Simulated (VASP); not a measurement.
# Cu (P2_1/m) in VASP: a series of runs, part 2 of 2

VASP 6.6.1.

### 4 Single point, PBE (mode 1 frozen in at -0.440 Å and mode 5 at -0.161 Å (largest displacements))

File INCAR:

```
ALGO = Fast
EDIFF = 1E-6
ENCUT = 520
GGA = PE
ISIF = 2
ISMEAR = 0
LASPH = T
LCHARG = F
LREAL = F
LWAVE = F
NBANDS = 18
NELM = 60
PREC = Accurate
SIGMA = 0.15
```

File KPOINTS:

```
k-points
0
Gamma
  20 20 12
```

File POSCAR:

```
Cu
1.0
   -1.4732621048      1.4732621048      1.3819816208
    1.4732621048     -1.4732621048      1.3819816208
    2.9465242096      2.9465242096      0.0000000000
Cu
2
Direct
    0.0473414960     -0.1638408745      0.0000000000
    0.4526585040      0.6638408745      0.5000000000
```

Potentials or basis: VASP PAW PBE potentials, release 64 (Cu).

The run is started by

```bash
> cat potpaw_PBE.64/Cu/POTCAR > POTCAR
> mpirun -np 1 vasp_std > vasp.out
```

OUTCAR:

```text
EDIFF = 1E-6
   ENCUT = 520
   GGA = PE
   ISIF = 2
   ISMEAR = 0
   LASPH = T
   LREAL = F
   NELM = 60
   PREC = Accurate

 ion  position               nearest neighbor table
   1  0.047  0.836  0.000-   2 2.43   2 2.43   2 2.50   2 2.50
   2  0.453  0.664  0.500-   1 2.43   1 2.43   1 2.50   1 2.50

  LATTYP: Found a base centered orthorhombic cell.
 ALAT       =     2.7639632416
 B/A-ratio  =     1.5076229801
 C/A-ratio  =     1.5076229801

  Lattice vectors:

 A1 = (  -1.4732621048,   1.4732621048,   1.3819816208)
 A2 = (   1.4732621048,  -1.4732621048,   1.3819816208)
 A3 = (   2.9465242096,   2.9465242096,   0.0000000000)

Analysis of symmetry for initial positions (statically):
=====================================================================
 Subroutine PRICEL returns:
 Original cell was already a primitive cell.

 Routine SETGRP: Setting up the symmetry group for a
 base centered orthorhombic supercell.

 Subroutine GETGRP returns: Found  4 space group operations
 (whereof  2 operations were pure point group operations)
 out of a pool of  8 trial point group operations.

The static configuration has the point symmetry C_1h.
 The point group associated with its full space group is C_2h.

Analysis of symmetry for dynamics (positions and initial velocities):
=====================================================================
 Subroutine PRICEL returns:
 Original cell was already a primitive cell.

 Routine SETGRP: Setting up the symmetry group for a
 base centered orthorhombic supercell.

 Subroutine GETGRP returns: Found  4 space group operations
 (whereof  2 operations were pure point group operations)
 out of a pool of  8 trial point group operations.

The dynamic configuration has the point symmetry C_1h.
 The point group associated with its full space group is C_2h.
[... 107 lines left out ...]
   POTIM  = 0.5000    time-step for ionic-motion
   TEBEG  =    0.0;   TEEND  =   0.0 temperature during run
   PSTRESS=    0.0 pullay stress
   NELECT =      22.0000    total number of electrons
   NUPDOWN=      -1.0000    fix difference up-down
   EMIN   =  10.00;   EMAX   =-10.00  energy-range for DOS
   EFERMI =   0.00;   METHOD = LEGACY
   ISMEAR =     0;   SIGMA  =   0.15  broadening in eV -4-tet -1-fermi 0-gaus
   EFERMI_NEDOS =   21; number of points for ismear=-14 and -15
   IALGO  =     68    algorithm
   IMIX   =      4    mixing-type and parameters
     AMIX     =   0.40;   BMIX     =  1.00
     AMIX_MAG =   1.60;   BMIX_MAG =  1.00
  volume/ion in A,a.u.               =      12.00        80.97
  Fermi-wavevector in a.u.,A,eV,Ry     =   1.590370  3.005364 34.412918  2.529278
  Thomas-Fermi vector in A             =   2.689076
   LORBIT       =      0    0 simple, 1 ext, 2 COOP (PROOUT), +10 PAW based schemes
   GGA     = PE    functional components
   LHFCALC =     F    Hartree Fock is set to
   AEXX    =    0.0000 exact exchange contribution
   IVDW    =     0    specifies the selected vdW correction
   LEPSILON=     F    determine dielectric tensor
   LRPA    =     F    only Hartree local field effects (RPA)
 non-spin polarized calculation
 RMM-DIIS sequential band-by-band and
 Gauss-broadening in eV      SIGMA  =   0.15
  energy-cutoff  :      520.00
  volume of cell :       24.00
 maximum number of plane-waves:       664
   NGX =  9   NGY =  9   NGZ = 15

 number of electron      21.9999995 magnetization

 Free energy of the ion-electron system (eV)
  ---------------------------------------------------
  ext. energy  EPLUGINS =         0.00000000
  ---------------------------------------------------
  free energy    TOTEN  =        -7.27828071 eV

  energy without entropy =       -7.27118714  energy(sigma->0) =       -7.27473392

 E-fermi :   7.4018     XC(G=0): -12.6197

 val. band max:        7.4009728056   @ k =   0.1500  -0.3500  -0.3333
 cond. band min:       7.4019899480   @ k =   0.5000   0.0500   0.0000
 fundamental gap:      0.0010171425
 Fermi energy:         7.4018331520

 k-point     1 :       0.0000    0.0000    0.0000
  band No.  band energies     occupation
      1      -1.8339      2.00000
      2       2.4043      2.00000
      3       3.8969      2.00000
      4       4.0875      2.00000
      5       4.5232      2.00000
      6       4.5853      2.00000
[... 481 lines left out ...]
      5       4.4338      2.00000
      6       4.5359      2.00000
[... 10 lines left out ...]
     17      30.4175      0.00000
     18      30.9503      0.00000

 [... further k-points ...]
[... 5 lines left out ...]
  --------------------------------------------------------------------------------------
  -------------------------------------------------------------------------------------
  Total        1.3256092      1.3256092     -0.7548595     -0.0343005      0.4054436     -0.4054435
  in kB       88.5062207     88.5062207    -50.3992910     -2.2901240     27.0700271    -27.0700224
  external PRESSURE =      42.2043835 kB  Pullay stress =       0.0000000 kB

 VOLUME and BASIS-vectors are now :
 -----------------------------------------------------------------------------
  energy-cutoff  :      520.00
  volume of cell :       24.00
      direct lattice vectors                 reciprocal lattice vectors
    -1.473262105  1.473262105  1.381981621    -0.169691462  0.169691462  0.361799312
     1.473262105 -1.473262105  1.381981621     0.169691462 -0.169691462  0.361799312
     2.946524210  2.946524210  0.000000000     0.169691462  0.169691462  0.000000000

 POSITION                                       TOTAL-FORCE (eV/Angst)
 -----------------------------------------------------------------------------------
      1.16214     -1.16214      1.22098         0.244423     -0.244423      0.174363
      1.78439      1.16214      1.54298        -0.244423      0.244423     -0.174363
 -----------------------------------------------------------------------------------
    total drift:                               -0.000000     -0.000000     -0.000000

  FREE ENERGIE OF THE ION-ELECTRON SYSTEM (eV)
  ---------------------------------------------------
  free  energy   TOTEN  =        -7.2782807092 eV

  energy  without entropy=       -7.2711871375  energy(sigma->0) =       -7.27473392
```

OSZICAR:

```text
N       E                     dE             d eps       ncg     rms          rms(c)
DAV:   1     0.117754064317E+03    0.11775E+03   -0.95218E+03 54296   0.205E+03
DAV:   2    -0.324305929688E+01   -0.12100E+03   -0.11464E+03 50992   0.283E+02
DAV:   3    -0.898079093301E+01   -0.57377E+01   -0.55222E+01 56646   0.843E+01
DAV:   4    -0.904306875748E+01   -0.62278E-01   -0.62237E-01 60082   0.929E+00
DAV:   5    -0.904395353044E+01   -0.88477E-03   -0.88474E-03 61626   0.957E-01    0.108E+01
RMM:   6    -0.797749676178E+01    0.10665E+01   -0.10750E+01 59414   0.580E+01    0.621E+00
RMM:   7    -0.729790074456E+01    0.67960E+00   -0.19528E+00 58668   0.260E+01    0.137E+00
RMM:   8    -0.727973892522E+01    0.18162E-01   -0.51083E-02 60954   0.218E+00    0.307E-01
RMM:   9    -0.727799707539E+01    0.17418E-02   -0.11452E-02 62439   0.196E+00    0.369E-02
RMM:  10    -0.727825366288E+01   -0.25659E-03   -0.23975E-03 66060   0.529E-01    0.325E-02
RMM:  11    -0.727827539784E+01   -0.21735E-04   -0.22430E-04 66671   0.153E-01    0.218E-02
RMM:  12    -0.727827891434E+01   -0.35165E-05   -0.60559E-05 67878   0.875E-02    0.807E-03
RMM:  13    -0.727828055464E+01   -0.16403E-05   -0.14895E-05 56089   0.352E-02    0.714E-03
RMM:  14    -0.727828070923E+01   -0.15459E-06   -0.18499E-06 39212   0.166E-02
   1 F= -.72782807E+01 E0= -.72747339E+01  d E =-.709357E-02
```

Run time: 13 min. Hardware: 1 thread of Oxide Virtual Turin-like, shared host; peak memory 0.52 GiB.

What came out:

| Quantity | Value |
| --- | --- |
| Free energy | -7.2783 eV |
| Pressure | 4.2 GPa |
| Largest force | 0.387 eV/Å |
| Band gap on the k mesh | zero (band 11 reaches 11.22 eV, above the bottom of band 12 at 5.48 eV) |

Forces in eV/Å, atoms in the order of the input:
```
Cu   0.244 -0.244  0.174
Cu  -0.244  0.244 -0.174
```

Stress tensor (GPa, compression positive):
```
 8.85 -0.23 -2.71
-0.23  8.85  2.71
-2.71  2.71 -5.04
```

Caveat: the cell differs from its parent crystal (mode 1 frozen in at -0.440 Å and mode 5 at -0.161 Å (largest displacements)).
